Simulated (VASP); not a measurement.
Here is a VASP 6.6.1 calculation.

Contents of INCAR:

```
ALGO = Normal
EDIFF = 1E-7
EDIFFG = -0.01
ENCUT = 500
GGA = PE
GGA_COMPAT = False
IBRION = 2
ISIF = 3
ISMEAR = -1
LASPH = True
LCHARG = False
LREAL = False
LWAVE = False
NELM = 120
NELMIN = 4
NSW = 80
PREC = Accurate
PSTRESS = 200.0
SIGMA = 0.05
```

File KPOINTS:

```
k-points
0
Gamma
  6 6 6
```

File POSCAR:

```
Ti
1.0
    0.0000000000      2.8400000000      2.8400000000
    2.8400000000      0.0000000000      2.8400000000
    2.8400000000      2.8400000000      0.0000000000
Ti
2
Direct
    1.0000000000      1.0000000000      1.0000000000
    0.2500000000      0.2500000000      0.2500000000
```

Potentials or basis: VASP PAW PBE potentials, release 64 (Ti_sv).

Run with:

```console
$ cat potpaw_PBE.64/Ti_sv/POTCAR > POTCAR
$ mpirun -np 1 vasp_std > vasp.out
```

(1) Predict the relaxed volume.

(2) Predict the space group after relaxing (to 0.1 Å).

Results:

(1) 16.13 Å³/atom.

(2) Fd-3m (No. 227).

Caveat: the cell is relaxed towards a set pressure, so the run minimises the enthalpy, not the energy; the volume moved by over 15 % at a fixed basis, so the end points are rough.
